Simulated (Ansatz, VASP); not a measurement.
## Two plane-wave programs on NaCl

```xyz
2
Lattice="3.3606 0.0000 0.0000 0.0000 3.3606 0.0000 0.0000 0.0000 3.3606" Properties=species:S:1:pos:R:3 pbc="T T T"
Na    0.0000    0.0000    0.0000
Cl    1.6803    1.6803    1.6803
```

Alike in both runs: task single point; functional PBE; k mesh 8 × 8 × 8; occupations gaussian, width 0.05 eV; no spin polarisation.

|  | VASP | Ansatz |
| --- | --- | --- |
| version | VASP 6.6.1 | Ansatz 0.2.0 |
| potentials or method | VASP PAW PBE potentials, release 64 (Na_pv, Cl), cutoff 520 eV | scalar-relativistic, plane waves, PAW |
| valence electrons in the cell | 14 | 16 |

```tsv
	VASP	Ansatz	Ansatz less VASP
gap on the k mesh at the Fermi level (eV)	4.44	4.44	0.000
least direct gap on the mesh (eV)	5.04	5.04	0.000
pressure (GPa)	4.4	4.4	+0.04
```

VASP's potentials hold 14 valence electrons a cell and Ansatz's 16, so a difference there can come from the potentials and not from the codes.
